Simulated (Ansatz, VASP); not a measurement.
**ZrC: VASP beside Ansatz**

```
CELL_PARAMETERS angstrom
0.00000 2.35021 2.35021
2.35021 0.00000 2.35021
2.35021 2.35021 0.00000
ATOMIC_POSITIONS crystal
Zr 0.50000 0.50000 0.50000
C 0.00000 0.00000 0.00000
```

Alike in both runs: task single point; functional PBE; k mesh 15 × 15 × 15; occupations fermi-dirac, width 0.05 eV; non-collinear spin, spin-orbit coupling.

```csv
,VASP,Ansatz
version,VASP 6.6.1,Ansatz 0.2.0
potentials or method,"VASP PAW PBE potentials, release 64 (Zr_sv, C), cutoff 520 eV",all-electron LAPW
```

```csv
,VASP,Ansatz,Ansatz less VASP
pressure (GPa),1.4,1.2,-0.20
net moment per atom (μB),0.00,0.00,0.000
```

Ansatz ran all-electron here, and VASP with PAW potentials.
